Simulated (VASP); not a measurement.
# BN (P6_3mc) in VASP: notebook, part 2 of 3

VASP 6.6.1.

## 3. Single point, PBE (strain +4.0%)

Input file INCAR:

```
PREC     = Accurate       # precision mode
ENCUT    = 520            # plane-wave cutoff, eV
EDIFF    = 1E-6           # SCF threshold, eV
ISMEAR   = -1             # smearing method
SIGMA    = 0.02           # smearing width, eV
LREAL    = False          # projectors in reciprocal space
LASPH    = True           # aspherical terms in the spheres
NELM     = 100            # most SCF steps
ALGO     = Normal         # electronic algorithm
ISIF     = 2              # what is computed and relaxed
LWAVE    = False          # write WAVECAR
LCHARG   = False          # write CHGCAR
GGA      = PE             # functional
NBANDS   = 16             # bands
```

Input file KPOINTS:

```
Automatic mesh
0
Gamma
  12 12 6
```

Input file POSCAR:

```
BN
1.0
    2.6457080014      0.0000000000      0.0000000000
   -1.3228540007      2.2912503402      0.0000000000
    0.0000000000      0.0000000000      4.3761279497
B N
2 2
Direct
    0.3333333333      0.6666666667     -0.0003370437
    0.6666666667      0.3333333333      0.4996629563
    0.3333333333      0.6666666667      0.3753370437
    0.6666666667      0.3333333333      0.8753370437
```

Potentials or basis: VASP PAW PBE potentials, release 64 (B, N).

On the command line:

```console
$ cat potpaw_PBE.64/B/POTCAR potpaw_PBE.64/N/POTCAR > POTCAR
$ mpirun -np 1 vasp_std > vasp.out
```

OUTCAR:

```text
PREC = Accurate
   ENCUT = 520
   EDIFF = 1E-6
   ISMEAR = -1
   LREAL = False
   LASPH = True
   NELM = 100
   ISIF = 2
   GGA = PE

 ion  position               nearest neighbor table
   1  0.333  0.667  1.000-   4 1.62   4 1.62   4 1.62   3 1.64
   2  0.667  0.333  0.500-   3 1.62   3 1.62   3 1.62   4 1.64
   3  0.333  0.667  0.375-   2 1.62   2 1.62   2 1.62   1 1.64
   4  0.667  0.333  0.875-   1 1.62   1 1.62   1 1.62   2 1.64

  LATTYP: Found a hexagonal cell.
 ALAT       =     2.6457080014
 C/A-ratio  =     1.6540479703

  Lattice vectors:

 A1 = (   2.6457080014,   0.0000000000,   0.0000000000)
 A2 = (  -1.3228540007,   2.2912503402,   0.0000000000)
 A3 = (   0.0000000000,   0.0000000000,   4.3761279497)

Analysis of symmetry for initial positions (statically):
=====================================================================
 Subroutine PRICEL returns:
 Original cell was already a primitive cell.

 Routine SETGRP: Setting up the symmetry group for a
 hexagonal supercell.

 Subroutine GETGRP returns: Found 12 space group operations
 (whereof  6 operations were pure point group operations)
 out of a pool of 24 trial point group operations.

The static configuration has the point symmetry C_3v.
 The point group associated with its full space group is C_6v.

Analysis of symmetry for dynamics (positions and initial velocities):
=====================================================================
 Subroutine PRICEL returns:
 Original cell was already a primitive cell.

 Routine SETGRP: Setting up the symmetry group for a
 hexagonal supercell.

 Subroutine GETGRP returns: Found 12 space group operations
 (whereof  6 operations were pure point group operations)
 out of a pool of 24 trial point group operations.

The dynamic configuration has the point symmetry C_3v.
 The point group associated with its full space group is C_6v.

 Subroutine INISYM returns: Found 12 space group operations
 (whereof  6 operations are pure point group operations),
 and found     1 'primitive' translations

----------------------------------------------------------------------------------------

                                     Primitive cell

  volume of cell :      26.5280

  direct lattice vectors                    reciprocal lattice vectors
     2.645708001  0.000000000  0.000000000     0.377970660  0.218221462  0.000000000
    -1.322854001  2.291250340  0.000000000     0.000000000  0.436442925  0.000000000
     0.000000000  0.000000000  4.376127950     0.000000000  0.000000000  0.228512514

  length of vectors
     2.645708001  2.645708001  4.376127950     0.436442925  0.436442925  0.228512514

  position of ions in fractional coordinates (direct lattice)
     0.333333333  0.666666667  0.999662956
     0.666666667  0.333333333  0.499662956
     0.333333333  0.666666667  0.375337044
     0.666666667  0.333333333  0.875337044

  ion indices of the primitive-cell ions
   primitive index   ion index
                 1           1
                 2           2
                 3           3
                 4           4

[... 25 lines left out ...]

 Following reciprocal coordinates:
            Coordinates               Weight
  0.000000  0.000000  0.000000      1.000000
  0.083333  0.000000  0.000000      6.000000
  0.166667  0.000000  0.000000      6.000000
  0.250000 -0.000000  0.000000      6.000000
  0.333333  0.000000  0.000000      6.000000
  0.416667  0.000000  0.000000      6.000000
[... 16 lines left out ...]
  0.250000 -0.000000  0.166667     12.000000
  0.333333  0.000000  0.166667     12.000000
 [... further k-points ...]
   k-points           NKPTS =     76   k-points in BZ     NKDIM =     76   number of bands    NBANDS=     16
   number of dos      NEDOS =    301   number of ions     NIONS =      4
   total plane-waves  NPLWV =  14400
   dimension x,y,z NGX =    20 NGY =   20 NGZ =   36
   dimension x,y,z NGXF=    40 NGYF=   40 NGZF=   72
   ions per type =               2   2
   NGX,Y,Z   is equivalent  to a cutoff of  12.57, 12.57, 13.68 a.u.
   NGXF,Y,Z  is equivalent  to a cutoff of  25.13, 25.13, 27.35 a.u.
 SYSTEM =  unknown system
   PREC   = accura    normal or accurate (medium, high low for compatibility)
   ISTART =      0    job   : 0-new  1-cont  2-samecut
   ICHARG =      2    charge: 1-file 2-atom 10-const
   ISPIN  =      1    spin polarized calculation?
   LNONCOLLINEAR =      F non collinear calculations
   LSORBIT =      F    spin-orbit coupling
   LASPH  =      T    aspherical Exc in radial PAW
   ENCUT  =  520.0 eV  38.22 Ry    6.18 a.u.   4.92  4.92  8.14*2*pi/ulx,y,z
   NELM   =    100;   NELMIN=  2; NELMDL= -5     # of ELM steps
   EDIFF  = 0.1E-05   stopping-criterion for ELM
   LREAL  =      F    real-space projection
   EDIFFG = 0.1E-04   stopping-criterion for IOM
   NSW    =      0    number of steps for IOM
   IBRION =     -1    ionic relax: 0-MD 1-quasi-New 2-CG
   NFREE  =      0    steps in history (QN), initial steepest desc. (CG)
   ISIF   =      2    stress and relaxation
   ISYM   =      2    0-nonsym 1-usesym 2-fastsym
   POTIM  = 0.5000    time-step for ionic-motion
   TEBEG  =    0.0;   TEEND  =   0.0 temperature during run
   PSTRESS=    0.0 pullay stress
   NELECT =      16.0000    total number of electrons
   NUPDOWN=      -1.0000    fix difference up-down
   EMIN   =  10.00;   EMAX   =-10.00  energy-range for DOS
   EFERMI =   0.00;   METHOD = LEGACY
   ISMEAR =    -1;   SIGMA  =   0.02  broadening in eV -4-tet -1-fermi 0-gaus
   EFERMI_NEDOS =   21; number of points for ismear=-14 and -15
   IALGO  =     38    algorithm
   IMIX   =      4    mixing-type and parameters
     AMIX     =   0.40;   BMIX     =  1.00
     AMIX_MAG =   1.60;   BMIX_MAG =  1.00
  volume/ion in A,a.u.               =       6.63        44.75
  Fermi-wavevector in a.u.,A,eV,Ry     =   1.383184  2.613839 26.030644  1.913198
  Thomas-Fermi vector in A             =   2.507806
   LORBIT       =      0    0 simple, 1 ext, 2 COOP (PROOUT), +10 PAW based schemes
   GGA     = PE    functional components
   LHFCALC =     F    Hartree Fock is set to
   AEXX    =    0.0000 exact exchange contribution
   IVDW    =     0    specifies the selected vdW correction
   LEPSILON=     F    determine dielectric tensor
   LRPA    =     F    only Hartree local field effects (RPA)
 non-spin polarized calculation
  energy-cutoff  :      520.00
  volume of cell :       26.53
 maximum number of plane-waves:       756
 NGX is ok and might be reduce to    20
   NGX =  9   NGY =  9   NGZ = 17

 number of electron      15.9999998 magnetization

 Free energy of the ion-electron system (eV)
  ---------------------------------------------------
  ext. energy  EPLUGINS =         0.00000000
  ---------------------------------------------------
  free energy    TOTEN  =       -34.54900438 eV

  energy without entropy =      -34.54900438  energy(sigma->0) =      -34.54900438

 E-fermi :   6.6263     XC(G=0): -12.2498

 val. band max:        6.1538935720   @ k =   0.0000   0.0000   0.0000
 cond. band min:      11.5598312333   @ k =   0.3333   0.3333   0.0000
 fundamental gap:      5.4059376613
 Fermi energy:         6.6263447270

 k-point     1 :       0.0000    0.0000    0.0000
  band No.  band energies     occupation
      1     -12.9505      2.00000
      2      -9.3207      2.00000
      3      -3.6779      2.00000
      4       4.2775      2.00000
      5       4.2775      2.00000
      6       5.9902      2.00000
[... 433 lines left out ...]
      3      -1.8515      2.00000
      4      -0.4855      2.00000
      5       0.6272      2.00000
      6       2.3524      2.00000
[... 8 lines left out ...]
     15      20.7874      0.00000
     16      20.8094      0.00000

 [... further k-points ...]

------------------------ aborting loop because EDIFF is reached ----------------------------------------

  FORCE on cell =-STRESS in cart. coord.  units (eV):
  Direction    XX          YY          ZZ          XY          YZ          ZX
  --------------------------------------------------------------------------------------
  -------------------------------------------------------------------------------------
  Total       -5.3217759     -5.3217759     -5.3443247      0.0000000     -0.0000000      0.0000000
  in kB     -321.4124529   -321.4124529   -322.7743075      0.0000000     -0.0000000      0.0000000
  external PRESSURE =    -321.8664045 kB  Pullay stress =       0.0000000 kB

 VOLUME and BASIS-vectors are now :
 -----------------------------------------------------------------------------
  energy-cutoff  :      520.00
  volume of cell :       26.53
      direct lattice vectors                 reciprocal lattice vectors
     2.645708001  0.000000000  0.000000000     0.377970660  0.218221462  0.000000000
    -1.322854001  2.291250340  0.000000000     0.000000000  0.436442925  0.000000000
     0.000000000  0.000000000  4.376127950     0.000000000  0.000000000  0.228512514

 POSITION                                       TOTAL-FORCE (eV/Angst)
 -----------------------------------------------------------------------------------
     -0.00000      1.52750      4.37465        -0.000000      0.000000      0.009231
      1.32285      0.76375      2.18659         0.000000      0.000000      0.009231
     -0.00000      1.52750      1.64252         0.000000     -0.000000     -0.009231
      1.32285      0.76375      3.83059        -0.000000      0.000000     -0.009231
 -----------------------------------------------------------------------------------
    total drift:                                0.000000      0.000000     -0.000152

  FREE ENERGIE OF THE ION-ELECTRON SYSTEM (eV)
  ---------------------------------------------------
  free  energy   TOTEN  =       -34.5490043785 eV

  energy  without entropy=      -34.5490043785  energy(sigma->0) =      -34.54900438
```

Wall time 18 s (1 thread of Intel Xeon 6975P-C, shared host); peak memory 0.15 GiB.

What came out:

```yaml
Free_energy: -34.5490 eV
Pressure: -32.2 GPa
Largest_force: 0.009 eV/Å
Band_gap_on_the_k_mesh: 5.41 eV, indirect (least direct gap 7.70 eV)
```

Forces in eV/Å, atoms in the order of the input:
```
B    0.000  0.000  0.009
B    0.000  0.000  0.009
N    0.000  0.000 -0.009
N    0.000  0.000 -0.009
```

Stress tensor (GPa, compression positive):
```
-32.14   0.00   0.00
  0.00 -32.14   0.00
  0.00   0.00 -32.28
```

Caveat: the cell differs from its parent crystal (strain +4.0%).

(Continued in part 3 of 3.)
